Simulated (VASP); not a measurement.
# TaAl4 (P1) in VASP: relaxation of cell and atoms with PBE

Aim: the relaxation of cell and atoms of TaAl4 with PBE.

Program: VASP 6.6.1. These are calculated values, not measurements. Logs are shortened: lines on timing, memory, paths and dates and some standing lists are left out, and cuts for length are marked.

### Step 1. The cell of the first run

The typed cell holds 10 atoms: a = 5.203 Å, b = 5.250 Å, c = 8.642 Å, α = 90.22°, β = 88.60°, γ = 110.04°.

### Step 2. Relaxation of cell and atoms, PBE

INCAR

```
SYSTEM = TaAl4
ALGO = Fast ; EDIFF = 1E-6
EDIFFG = -0.025 ; ENCUT = 600
GGA = PE ; IBRION = 2
ISIF = 3 ; ISMEAR = 0
LASPH = .True. ; LCHARG = .False.
LREAL = .False. ; LWAVE = .False.
NELM = 60 ; NSW = 80
PREC = Accurate ; SIGMA = 0.2
```

KPOINTS

```
k-points
0
Gamma
  4 4 4
  0 0 0
```

POSCAR

```
TaAl4
1.0
   -2.9726782714      3.0631081555      2.9758013180
    3.0311701726     -3.0455655171      3.0167505807
    6.0578119028      6.1626371315      0.0760345397
Ta Al
2 8
Direct
    0.0133490000      1.0015342315      0.0047363579
    0.5104814001      0.5040349742      0.5003534919
    0.2628308888      0.2422328633      0.2537521813
    0.7367855856      0.7376265992      0.7465682998
    0.7414006065      0.7504617733      0.2476008276
    0.2550050522      0.2463696198      0.7595133156
    0.9779673955      0.5020017386      0.9974240805
    0.5015178671      1.0019453614      0.4943806652
    0.5102652007      1.0157094526     -0.0075257739
   -0.0096029963      0.4980833860      0.5031965540
```

Potentials or basis: VASP PAW PBE potentials, release 64 (Ta_pv, Al).

Run with:

```bash
cat potpaw_PBE.64/Ta_pv/POTCAR potpaw_PBE.64/Al/POTCAR > POTCAR
mpirun -np 1 vasp_std > vasp.out
```

OUTCAR:

```text
SYSTEM = TaAl4
   EDIFF = 1E-6
   EDIFFG = -0.025
   ENCUT = 600
   GGA = PE
   IBRION = 2
   ISIF = 3
   ISMEAR = 0
   LASPH = .True.
   LREAL = .False.
   NELM = 60
   NSW = 80
   PREC = Accurate

 ion  position               nearest neighbor table
   1  0.013  0.002  0.005-   6 2.55   9 2.56   7 2.57   5 2.60   3 2.63   9 2.65   7 2.70   4 2.78

   2  0.510  0.504  0.500-  10 2.51   4 2.56   5 2.59   8 2.62   8 2.63   3 2.64   6 2.69  10 2.70

   3  0.263  0.242  0.254-   1 2.63   2 2.64   8 2.95   5 2.96   9 3.01   5 3.04  10 3.10   7 3.25

   4  0.737  0.738  0.747-   2 2.56   1 2.78   6 2.92  10 2.95   7 3.00   9 3.01   8 3.08   6 3.08

   5  0.741  0.750  0.248-   2 2.59   1 2.60   3 2.96   8 2.97   7 2.97   3 3.04   9 3.09  10 3.11

   6  0.255  0.246  0.760-   1 2.55   2 2.69   4 2.92   9 2.92   7 3.04   4 3.08   8 3.08  10 3.16

   7  0.978  0.502  0.997-   1 2.57   1 2.70   9 2.86   5 2.97   4 3.00   6 3.04   9 3.13   3 3.25

   8  0.502  0.002  0.494-   2 2.62   2 2.63   3 2.95  10 2.95   5 2.97  10 3.04   4 3.08   6 3.08

   9  0.510  0.016  0.992-   1 2.56   1 2.65   7 2.86   6 2.92   3 3.01   4 3.01   5 3.09   7 3.13

  10  0.990  0.498  0.503-   2 2.51   2 2.70   8 2.95   4 2.95   8 3.04   3 3.10   5 3.11   6 3.16

  LATTYP: Found a triclinic cell.
 ALAT       =     5.2033490332
 B/A-ratio  =     1.0089975225
 C/A-ratio  =     1.6608178168
 COS(alpha) =     0.0039029179
 COS(beta)  =     0.0243551284
 COS(gamma) =     0.3427112714

  Lattice vectors:

 A1 = (   2.9726782714,  -3.0631081555,  -2.9758013180)
 A2 = (   3.0311701726,  -3.0455655171,   3.0167505807)
 A3 = (  -6.0578119028,  -6.1626371315,  -0.0760345397)

Analysis of symmetry for initial positions (statically):
=====================================================================
 Subroutine PRICEL returns:
 Original cell was already a primitive cell.

 Routine SETGRP: Setting up the symmetry group for a
 triclinic supercell.

 Subroutine GETGRP returns: Found  1 space group operations
 (whereof  1 operations were pure point group operations)
 out of a pool of  2 trial point group operations.

The static configuration has the point symmetry C_1 .

Analysis of symmetry for dynamics (positions and initial velocities):
=====================================================================
 Subroutine PRICEL returns:
 Original cell was already a primitive cell.

 Routine SETGRP: Setting up the symmetry group for a
 triclinic supercell.

 Subroutine GETGRP returns: Found  1 space group operations
 (whereof  1 operations were pure point group operations)
 out of a pool of  2 trial point group operations.

The dynamic configuration has the point symmetry C_1 .

 Subroutine INISYM returns: Found  1 space group operations
 (whereof  1 operations are pure point group operations),
 and found     1 'primitive' translations

----------------------------------------------------------------------------------------

                                     Primitive cell

  volume of cell :     221.7158

  direct lattice vectors                    reciprocal lattice vectors
    -2.972678271  3.063108156  2.975801318    -0.084895645  0.081385416  0.167464214
     3.031170173 -3.045565517  3.016750581     0.081662562 -0.082325524  0.166317727
     6.057811903  6.162637132  0.076034540     0.082554468  0.081130834 -0.001043298

  length of vectors
     5.203349033  5.250166283  8.641814781     0.204634111  0.202750715  0.115752066

  position of ions in fractional coordinates (direct lattice)
     0.013349000  0.001534232  0.004736358
     0.510481400  0.504034974  0.500353492
     0.262830889  0.242232863  0.253752181
     0.736785586  0.737626599  0.746568300
     0.741400607  0.750461773  0.247600828
     0.255005052  0.246369620  0.759513316
     0.977967396  0.502001739  0.997424080
     0.501517867  0.001945361  0.494380665
     0.510265201  0.015709453  0.992474226
     0.990397004  0.498083386  0.503196554

  ion indices of the primitive-cell ions
   primitive index   ion index
                 1           1
                 2           2
                 3           3
                 4           4
                 5           5
                 6           6
                 7           7
                 8           8
                 9           9
                10          10

----------------------------------------------------------------------------------------

 KPOINTS: k-points

Automatic generation of k-mesh.
 Grid dimensions read from file:
 generate k-points for:    4    4    4

 Generating k-lattice:

  Cartesian coordinates                     Fractional coordinates (reciprocal lattice)
    -0.021223911  0.020346354  0.041866053     0.250000000  0.000000000 -0.000000000
     0.020415641 -0.020581381  0.041579432     0.000000000  0.250000000 -0.000000000
     0.020638617  0.020282708 -0.000260824     0.000000000 -0.000000000  0.250000000

  Length of vectors
     0.051158528  0.050687679  0.028938017

  Shift w.r.t. Gamma in fractional coordinates (k-lattice)
     0.000000000  0.000000000  0.000000000

 Subroutine IBZKPT returns following result:
 ===========================================

 Found     36 irreducible k-points:

 Following reciprocal coordinates:
            Coordinates               Weight
  0.000000  0.000000  0.000000      1.000000
  0.250000  0.000000 -0.000000      2.000000
  0.500000  0.000000 -0.000000      1.000000
  0.000000  0.250000 -0.000000      2.000000
  0.250000  0.250000  0.000000      2.000000
  0.500000  0.250000 -0.000000      2.000000
[... 16 lines left out ...]
 -0.000000 -0.250000  0.250000      2.000000
  0.250000 -0.250000  0.250000      2.000000
 [... further k-points ...]
   k-points           NKPTS =     36   k-points in BZ     NKDIM =     36   number of bands    NBANDS=     29
   number of dos      NEDOS =    301   number of ions     NIONS =     10
   total plane-waves  NPLWV = 123480
   dimension x,y,z NGX =    42 NGY =   42 NGZ =   70
   dimension x,y,z NGXF=    84 NGYF=   84 NGZF=  140
   ions per type =               2   8
   NGX,Y,Z   is equivalent  to a cutoff of  13.42, 13.30, 13.47 a.u.
   NGXF,Y,Z  is equivalent  to a cutoff of  26.84, 26.60, 26.93 a.u.
 SYSTEM =  TaAl4
   PREC   = accura    normal or accurate (medium, high low for compatibility)
   ISTART =      0    job   : 0-new  1-cont  2-samecut
   ICHARG =      2    charge: 1-file 2-atom 10-const
   ISPIN  =      1    spin polarized calculation?
   LNONCOLLINEAR =      F non collinear calculations
   LSORBIT =      F    spin-orbit coupling
   LASPH  =      T    aspherical Exc in radial PAW
   ENCUT  =  600.0 eV  44.10 Ry    6.64 a.u.  10.39 10.49 17.26*2*pi/ulx,y,z
   NELM   =     60;   NELMIN=  2; NELMDL= -5     # of ELM steps
   EDIFF  = 0.1E-05   stopping-criterion for ELM
   LREAL  =      F    real-space projection
   EDIFFG = -.3E-01   stopping-criterion for IOM
   NSW    =     80    number of steps for IOM
   IBRION =      2    ionic relax: 0-MD 1-quasi-New 2-CG
   NFREE  =      1    steps in history (QN), initial steepest desc. (CG)
   ISIF   =      3    stress and relaxation
   ISYM   =      2    0-nonsym 1-usesym 2-fastsym
   POTIM  = 0.5000    time-step for ionic-motion
   TEBEG  =    0.0;   TEEND  =   0.0 temperature during run
   PSTRESS=    0.0 pullay stress
   NELECT =      46.0000    total number of electrons
   NUPDOWN=      -1.0000    fix difference up-down
   EMIN   =  10.00;   EMAX   =-10.00  energy-range for DOS
   EFERMI =   0.00;   METHOD = LEGACY
   ISMEAR =     0;   SIGMA  =   0.20  broadening in eV -4-tet -1-fermi 0-gaus
   EFERMI_NEDOS =   21; number of points for ismear=-14 and -15
   IALGO  =     68    algorithm
   IMIX   =      4    mixing-type and parameters
     AMIX     =   0.40;   BMIX     =  1.00
     AMIX_MAG =   1.60;   BMIX_MAG =  1.00
  volume/ion in A,a.u.               =      22.17       149.62
  Fermi-wavevector in a.u.,A,eV,Ry     =   0.969159  1.831446 12.779544  0.939270
  Thomas-Fermi vector in A             =   2.099189
   LORBIT       =      0    0 simple, 1 ext, 2 COOP (PROOUT), +10 PAW based schemes
   GGA     = PE    functional components
   LHFCALC =     F    Hartree Fock is set to
   AEXX    =    0.0000 exact exchange contribution
   IVDW    =     0    specifies the selected vdW correction
   LEPSILON=     F    determine dielectric tensor
   LRPA    =     F    only Hartree local field effects (RPA)
 conjugate gradient relaxation of ions
 non-spin polarized calculation
 RMM-DIIS sequential band-by-band and
 Gauss-broadening in eV      SIGMA  =   0.20
  energy-cutoff  :      600.00
  volume of cell :      221.72
 maximum number of plane-waves:      7426
 NGX is ok and might be reduce to    42
   NGX = 21   NGY = 21   NGZ = 35

--------------------------------------- Ionic step        1  -------------------------------------------

 number of electron      46.0000002 magnetization

 Free energy of the ion-electron system (eV)
  ---------------------------------------------------
  ext. energy  EPLUGINS =         0.00000000
  ---------------------------------------------------
  free energy    TOTEN  =       -50.87030203 eV

  energy without entropy =      -50.64012008  energy(sigma->0) =      -50.75521106

------------------------ aborting loop because EDIFF is reached ----------------------------------------

  FORCE on cell =-STRESS in cart. coord.  units (eV):
  Direction    XX          YY          ZZ          XY          YZ          ZX
  --------------------------------------------------------------------------------------
  -------------------------------------------------------------------------------------
  Total        2.5606012      2.0975648      2.5230596     -0.3622597     -0.2001336     -1.2248314
  in kB       18.5035835     15.1575596     18.2322981     -2.6177848     -1.4462182     -8.8509564
  external PRESSURE =      17.2978137 kB  Pullay stress =       0.0000000 kB
[... 113 lines left out ...]
  FREE ENERGIE OF THE ION-ELECTRON SYSTEM (eV)
  ---------------------------------------------------
  free  energy   TOTEN  =       -51.0763746756 eV

  energy  without entropy=      -50.8511448939  energy(sigma->0) =      -50.96375978

[... ionic steps 4 to 40 ...]

--------------------------------------- Ionic step       41  -------------------------------------------

 number of electron      45.9999999 magnetization

------------------------ aborting loop because EDIFF is reached ----------------------------------------

  FORCE on cell =-STRESS in cart. coord.  units (eV):
  Direction    XX          YY          ZZ          XY          YZ          ZX
  --------------------------------------------------------------------------------------
  -------------------------------------------------------------------------------------
  Total       -0.0033838      0.0388906      0.0722942     -0.0129614      0.0042457      0.0173932
  in kB       -0.0240844      0.2768068      0.5145597     -0.0922534      0.0302194      0.1237971
  external PRESSURE =       0.2557607 kB  Pullay stress =       0.0000000 kB
[... 73 lines left out ...]
  energy  without entropy=      -51.0393223814  energy(sigma->0) =      -51.10525156

--------------------------------------- Ionic step       43  -------------------------------------------

 number of electron      45.9999998 magnetization

 Free energy of the ion-electron system (eV)
  ---------------------------------------------------
  ext. energy  EPLUGINS =         0.00000000
  ---------------------------------------------------
  free energy    TOTEN  =       -51.17149658 eV

  energy without entropy =      -51.03954242  energy(sigma->0) =      -51.10551950

 E-fermi :   3.8492     XC(G=0):  -9.3298

 val. band max:        3.8134029879   @ k =   0.5000   0.2500   0.2500
 cond. band min:       3.8516214647   @ k =   0.2500   0.0000   0.5000
 fundamental gap:      0.0382184769
 Fermi energy:         3.8491752452

 k-point     1 :       0.0000    0.0000    0.0000
  band No.  band energies     occupation
      1     -29.3233      2.00000
      2     -29.3195      2.00000
      3     -29.2316      2.00000
      4     -29.2308      2.00000
      5     -29.2288      2.00000
      6     -29.2266      2.00000
[... 757 lines left out ...]
     28       6.0297      0.00000
     29       6.8041      0.00000

 [... further k-points ...]

------------------------ aborting loop because EDIFF is reached ----------------------------------------

  FORCE on cell =-STRESS in cart. coord.  units (eV):
  Direction    XX          YY          ZZ          XY          YZ          ZX
  --------------------------------------------------------------------------------------
  -------------------------------------------------------------------------------------
  Total       -0.0390071     -0.0318161      0.0567810      0.0170696      0.0050374      0.0179668
  in kB       -0.2775639     -0.2263949      0.4040385      0.1214631      0.0358449      0.1278469
  external PRESSURE =      -0.0333068 kB  Pullay stress =       0.0000000 kB
[... 25 lines left out ...]
  FREE ENERGIE OF THE ION-ELECTRON SYSTEM (eV)
  ---------------------------------------------------
  free  energy   TOTEN  =       -51.1714965775 eV

  energy  without entropy=      -51.0395424233  energy(sigma->0) =      -51.10551950

 reached required accuracy - stopping structural energy minimisation
```

It took 67 min on 1 thread of Intel Xeon 6975P-C (Granite Rapids), shared host; peak memory 0.55 GiB.

What came out:

```
Free energy                           : -51.1715 eV
Relaxed volume                        : 22.52 Å³/atom
Relaxed cell                          : a = 5.278 Å, b = 5.278 Å, c = 8.817 Å, α = 89.85°, β = 90.16°, γ = 113.55°
Space group after relaxing (to 0.1 Å) : I4mm (No. 107)
Energy gained by relaxing             : 30.1 meV/atom
Ionic steps                           : 43
Pressure after relaxing               : 0.0 GPa
Largest force after relaxing          : 0.022 eV/Å
Band gap on the k mesh                : zero (bands 23 and 24 overlap by 0.85 eV)
```

Forces on the atoms (eV/Å):
```
Ta   0.001 -0.007  0.003
Ta   0.009  0.006  0.004
Al  -0.017  0.009 -0.009
Al   0.004  0.002 -0.003
Al   0.013 -0.012  0.007
Al   0.005  0.014 -0.002
Al  -0.004 -0.005 -0.010
Al  -0.011 -0.004  0.000
Al   0.001 -0.012  0.006
Al  -0.001  0.009  0.004
```

Step by step:
| step | energy change (eV) | largest force (eV/Å) | pressure (GPa) | volume (Å³) |
| --- | --- | --- | --- | --- |
| 1 | 0.0000 | 1.6754 | 1.73 | 221.72 |
| 3 | -0.2061 | 0.4478 | -0.52 | 227.94 |
| 5 | -0.2449 | 0.2406 | 0.30 | 225.19 |
| 7 | -0.2533 | 0.1310 | -0.15 | 226.58 |
| 9 | -0.2643 | 0.2173 | 0.04 | 225.96 |
| 11 | -0.2682 | 0.0698 | 0.02 | 226.03 |
| 13 | -0.2702 | 0.1014 | -0.09 | 226.38 |
| 15 | -0.2716 | 0.0456 | 0.06 | 225.92 |
| 17 | -0.2724 | 0.0500 | 0.03 | 225.98 |
| 19 | -0.2725 | 0.1171 | -0.13 | 226.47 |
| 21 | -0.2738 | 0.0536 | -0.02 | 226.12 |
| 23 | -0.2747 | 0.1642 | 0.17 | 225.41 |
| 25 | -0.2757 | 0.1079 | 0.09 | 225.70 |
| 27 | -0.2794 | 0.1079 | 0.05 | 225.73 |
| 29 | -0.2807 | 0.1366 | 0.01 | 225.74 |
| 31 | -0.2878 | 0.1342 | -0.12 | 225.91 |
| 33 | -0.2947 | 0.0964 | 0.11 | 225.00 |
| 35 | -0.2970 | 0.0713 | -0.06 | 225.46 |
| 37 | -0.2992 | 0.0555 | -0.08 | 225.44 |
| 39 | -0.3002 | 0.0397 | 0.00 | 225.17 |
| 41 | -0.3008 | 0.0288 | 0.03 | 225.10 |
| 43 | -0.3012 | 0.0216 | 0.00 | 225.16 |

Final structure:
```yaml
crystal:
  lattice:
    - [-3.12733, 3.11709, 2.89220]
    - [3.12716, -3.11672, 2.89161]
    - [6.24437, 6.22473, -0.00078]
  atoms:
    - { symbol: Ta, position: [0.02160, 0.01881, 0.99989] }
    - { symbol: Ta, position: [0.51881, 0.52151, 0.49972] }
    - { symbol: Al, position: [0.24111, 0.24757, 0.26317] }
    - { symbol: Al, position: [0.74589, 0.74509, 0.76250] }
    - { symbol: Al, position: [0.74871, 0.73960, 0.23652] }
    - { symbol: Al, position: [0.24324, 0.24722, 0.73676] }
    - { symbol: Al, position: [0.98430, 0.50698, 0.99932] }
    - { symbol: Al, position: [0.48027, 0.00939, 0.50173] }
    - { symbol: Al, position: [0.50921, 0.97936, 0.00125] }
    - { symbol: Al, position: [0.00686, 0.48446, 0.49914] }
```

Levels at points of the mesh, in eV from the Fermi level:
```tsv
k point	band 19	band 20	band 21	band 22	band 23	band 24	band 25	band 26	band 27	band 28
(0.00, 0.00, 0.00)	-0.37	-0.35	-0.28	-0.24	-0.15	-0.13	0.36	0.68	0.81	1.40
(0.50, 0.00, 0.00)	-0.64	-0.63	-0.39	-0.35	0.25	0.27	1.76	1.82	2.40	2.47
(0.00, 0.50, 0.00)	-0.64	-0.63	-0.39	-0.35	0.25	0.27	1.75	1.82	2.40	2.47
(0.50, 0.50, 0.00)	-0.85	-0.73	-0.72	-0.60	-0.43	-0.33	1.42	2.36	3.18	3.22
(0.00, 0.00, 0.50)	-0.64	-0.64	-0.32	-0.32	0.04	0.05	1.09	1.09	1.77	1.78
(0.50, 0.00, 0.50)	-0.53	-0.53	-0.40	-0.37	0.06	0.08	1.84	1.86	2.99	3.03
(0.00, 0.50, 0.50)	-0.53	-0.53	-0.40	-0.37	0.06	0.08	1.83	1.86	2.99	3.02
(0.50, 0.50, 0.50)	-1.31	-1.31	-0.76	-0.76	-0.59	-0.59	2.16	2.16	3.06	3.06
```

Caveat: spin-orbit coupling is left out, which moves the levels of the heavy elements.

The gap in the log of VASP goes by the Fermi energy; the results here count the filled bands.